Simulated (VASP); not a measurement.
Write the native input for VASP 6.6.1 that does the following.

```yaml
Task: single point
Functional: PBE
Potentials_or_basis: VASP PAW PBE potentials, release 64 (Cd)
Cutoff: 520 eV
k_mesh: 6 × 6 × 4
Occupations: gaussian, width 0.1 eV
Spin: no spin polarisation
Dipole_correction: no
Further_INCAR_settings: ALGO = Fast; EDIFF = 1e-06; NBANDS = 19
```

The structure of Cd lies in POSCAR:

```
Cd
1.0
    2.7272212630      0.0000000000      0.0000000000
   -1.3636106315      2.3618428955      0.0000000000
    0.0000000000      0.0000000000      4.4135733510
Cd
2
Direct
    0.3333333333      0.6666666667      0.2500000000
    0.6666666667      0.3333333333      0.7500000000
```

These files were run (other wordings do the same):

INCAR

```
SYSTEM = Cd
PREC = Accurate
ENCUT = 520
EDIFF = 1E-6
ISMEAR = 0
SIGMA = 0.1
LREAL = .False.
LASPH = .True.
NELM = 80
ALGO = Fast
ISIF = 2
LWAVE = .False.
LCHARG = .False.
GGA = PE
NBANDS = 19
```

KPOINTS

```
Automatic mesh
0
Gamma
  6 6 4
  0 0 0
```

Potentials or basis: VASP PAW PBE potentials, release 64 (Cd).

Command:

```console
$ cat potpaw_PBE.64/Cd/POTCAR > POTCAR
$ mpirun -np 1 vasp_std > vasp.out
```

Results of the run:

```
Pressure               : 78.8 GPa
Band gap on the k mesh : zero (band 12 reaches 7.84 eV, above the bottom of band 13 at 6.21 eV)
```

Caveat: the k points lie up to 0.44 Å⁻¹ apart.

Run time: 4.4 s on 1 thread of Intel(R) Xeon(R) 6975P-C (Granite Rapids), on a shared host, peak memory 0.14 GiB.
